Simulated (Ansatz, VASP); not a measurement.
# Ti in VASP and in Ansatz

```xyz
4
Lattice="2.8184 0.0000 0.0000 -1.4092 2.4408 0.0000 0.0000 0.0000 9.0318" Properties=species:S:1:pos:R:3 pbc="T T T"
Ti   -1.4092    2.4408    0.0000
Ti   -1.4092    2.4408    4.5159
Ti    0.0000    1.6272    2.2580
Ti    1.4092    0.8136    6.7739
```

Alike in both runs: task single point; functional LDA; k mesh 14 × 14 × 4; occupations fermi-dirac, width 0.1 eV; no spin polarisation.

|  | VASP | Ansatz |
| --- | --- | --- |
| version | VASP 6.6.1 | Ansatz 0.2.0 |
| potentials or method | VASP PAW LDA potentials, release 64 (Ti_sv), cutoff 520 eV | plane waves (420 eV) with PAW, scalar-relativistic |
| valence electrons in the cell | 48 | 48 |

Ansatz gave:

| Item | Value |
| --- | --- |
| pressure (GPa) | 5.4 |
| traceless stress, the component that is largest in VASP (GPa) | 0.10 |

Problem. Which values does VASP return?

Solution. Pressure (GPa): 5.2; traceless stress, the component that is largest in VASP (GPa): 0.12.

Ansatz warns that its potentials were made for another functional, while VASP's fit it. LDA's correlation is that of Perdew and Zunger in VASP and of Perdew and Wang (1992) in Ansatz.
